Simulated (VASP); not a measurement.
Here is a VASP 6.6.1 calculation.

The input INCAR:

```
ALGO = Normal
EDIFF = 1E-7
ENCUT = 520
GGA = PE
ISIF = 2
ISMEAR = 0
LASPH = T
LCHARG = T
LELF = T
LREAL = F
LVHAR = T
LWAVE = F
NBANDS = 9
NELM = 100
PREC = Accurate
SIGMA = 0.05
```

The input KPOINTS:

```
k-points
0
Gamma
  15 15 8
```

The input POSCAR:

```
Be
1.0
    2.2853000000      0.0000000000      0.0000000000
   -1.1426500000      1.9791278553      0.0000000000
    0.0000000000      0.0000000000      3.5842000000
Be
2
Direct
    0.3133333333      0.6566666667      0.2350000000
    0.6866666667      0.3433333333      0.7650000000
```

Potentials or basis: VASP PAW PBE potentials, release 64 (Be).

The run is started by

```bash
$ cat potpaw_PBE.64/Be/POTCAR > POTCAR
$ mpirun -np 1 vasp_std > vasp.out
```

Question: What does it give for the largest force?

Answer: 0.894 eV/Å.

Question: What does it give for the pressure?

Answer: -1.7 GPa.

Question: Estimate the band gap on the k mesh.

Answer: Zero (band 2 reaches 7.55 eV, above the bottom of band 3 at 5.81 eV).

Stress tensor (GPa, compression positive):
```
-2.48  1.37  1.09
 1.37 -4.07  0.63
 1.09  0.63  1.51
```
